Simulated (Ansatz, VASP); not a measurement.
**Ge2F3: VASP beside Ansatz**

File INCAR:

```
SYSTEM = Ge2F3
PREC = Accurate ; ENCUT = 520
EDIFF = 1E-7 ; ISMEAR = 0
SIGMA = 0.1 ; LREAL = .False.
LASPH = .True. ; NELM = 60
ALGO = Normal ; ISIF = 2
LWAVE = .False. ; LCHARG = .False.
GGA = PE ; NBANDS = 32
```

File KPOINTS:

```
regular mesh
0
Gamma
  4 4 4
  0 0 0
```

The input POSCAR:

```
Ge2F3
1.0
    4.1904088300      0.0000000000      0.0000000000
    0.0000000000      4.1904088300      0.0000000000
    0.0000000000      0.0000000000      4.1904088300
Ge F
2 3
Direct
    0.5000000000      0.5000000000      0.5000000000
    0.0000000000      0.0000000000      0.0000000000
    0.5000000000      0.0000000000      0.0000000000
    0.0000000000      0.5000000000      0.0000000000
    0.0000000000      0.0000000000      0.5000000000
```

Input for Ansatz:

```yaml
crystal:
  lattice:
    - [4.19040883, 0.0, 0.0]
    - [0.0, 4.19040883, 0.0]
    - [0.0, 0.0, 4.19040883]
  atoms:
    - { symbol: Ge, position: [0.5, 0.5, 0.5] }
    - { symbol: Ge, position: [0.0, 0.0, 0.0] }
    - { symbol: F, position: [0.5, 0.0, 0.0] }
    - { symbol: F, position: [0.0, 0.5, 0.0] }
    - { symbol: F, position: [0.0, 0.0, 0.5] }
basis:
  ecutwfc: 420
kpoints:
  mp_grid: { grid: [4, 4, 4] }
hamiltonian:
  xc: pbe
scf:
  occupations: { method: gaussian, width: 0.1 }
  lower_state_search: "off"
output:
  forces: true
  stress: true
  eigenvalues: true
```

Change from the starting cell: species swapped into the Tl2F3 type (Pm-3m, No. 221).

Alike in both runs: task single point; functional PBE; k mesh 4 × 4 × 4; occupations gaussian, width 0.1 eV; no spin polarisation.

|  | VASP | Ansatz |
| --- | --- | --- |
| version | VASP 6.6.1 | Ansatz 0.2.0 |
| potentials or method | VASP PAW PBE potentials, release 64 (Ge_d, F), cutoff 520 eV | scalar-relativistic, plane waves, PAW |
| valence electrons in the cell | 49 | 49 |

```csv
,VASP,Ansatz,Ansatz less VASP
gap on the k mesh at the Fermi level (eV),none,none,-
pressure (GPa),11.2,11.3,+0.05
```

A gap of «none» marks a metal or a gap that the smearing closes. The functional is the same, so the differences come from potentials, cutoffs and numerics.

The k mesh is coarse, so the values compare programs but aren't converged.
